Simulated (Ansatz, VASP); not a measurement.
## Si: VASP beside Ansatz

POSCAR

```
Si
1.0
    0.0000000000      2.7200000000      2.7200000000
    2.7200000000      0.0000000000      2.7200000000
    2.7200000000      2.7200000000      0.0000000000
Si
2
Direct
    0.0000000000      0.0000000000      0.0000000000
    0.2500000000      0.2500000000      0.2500000000
```

The input INCAR.step1:

```
SYSTEM = Si
PREC     = Accurate       ! precision mode
ENCUT    = 550            ! plane-wave cutoff, eV
ISMEAR   = 0              ! smearing method
SIGMA    = 0.1            ! smearing width, eV
LREAL    = .FALSE.        ! projectors in reciprocal space
LASPH    = .TRUE.         ! aspherical terms in the spheres
NELM     = 120            ! most SCF steps
NBANDS   = 11             ! bands
GGA      = PE             ! functional
ALGO     = Normal         ! electronic algorithm
EDIFF    = 1E-5           ! SCF threshold, eV
LWAVE    = .TRUE.         ! write WAVECAR
LCHARG   = .FALSE.        ! write CHGCAR
GGA_COMPAT= .FALSE.
```

File INCAR.step2:

```
SYSTEM = Si
PREC     = Accurate       ! precision mode
ENCUT    = 550            ! plane-wave cutoff, eV
EDIFF    = 1E-6           ! SCF threshold, eV
ISMEAR   = 0              ! smearing method
SIGMA    = 0.1            ! smearing width, eV
LREAL    = .FALSE.        ! projectors in reciprocal space
LASPH    = .TRUE.         ! aspherical terms in the spheres
NELM     = 120            ! most SCF steps
ALGO     = Normal         ! electronic algorithm
ISIF     = 2              ! what is computed and relaxed
LWAVE    = .FALSE.        ! write WAVECAR
LCHARG   = .TRUE.         ! write CHGCAR
METAGGA  = R2SCAN         ! meta-GGA
LMIXTAU  = .TRUE.       
LELF     = .TRUE.         ! ELF
LVHAR    = .TRUE.       
NBANDS   = 11             ! bands
ISTART   = 1            
GGA_COMPAT= .FALSE.
```

Contents of KPOINTS:

```
Automatic mesh
0
G
  6 6 6
  0 0 0
```

Input for Ansatz:

```yaml
crystal:
  lattice:
    - [0.0, 2.72, 2.72]
    - [2.72, 0.0, 2.72]
    - [2.72, 2.72, 0.0]
  atoms:
    - { symbol: Si, position: [0.0, 0.0, 0.0] }
    - { symbol: Si, position: [0.25, 0.25, 0.25] }
basis:
  ecutwfc: 500
kpoints:
  mp_grid: { grid: [6, 6, 6] }
hamiltonian:
  xc: r2scan
scf:
  occupations: { method: gaussian, width: 0.1 }
output:
  forces: true
  stress: true
  eigenvalues: true
```

Alike in both runs: task single point; functional r2SCAN; k mesh 6 × 6 × 6; occupations gaussian, width 0.1 eV; no spin polarisation.

|  | VASP | Ansatz |
| --- | --- | --- |
| version | VASP 6.6.1 | Ansatz 0.2.0 |
| potentials or method | VASP PAW PBE potentials, release 64 (Si), cutoff 550 eV | scalar-relativistic, plane waves, PAW |
| valence electrons in the cell | 8 | 8 |

```csv
,VASP,Ansatz,Ansatz less VASP
gap on the k mesh at the Fermi level (eV),0.93,0.91,-0.015
least direct gap on the mesh (eV),2.75,2.74,-0.016
pressure (GPa),0.1,0.3,+0.24
```

VASP's potentials were made for PBE, not for r2SCAN. With one functional, cell and mesh, what is left measures potentials, basis and numerics.
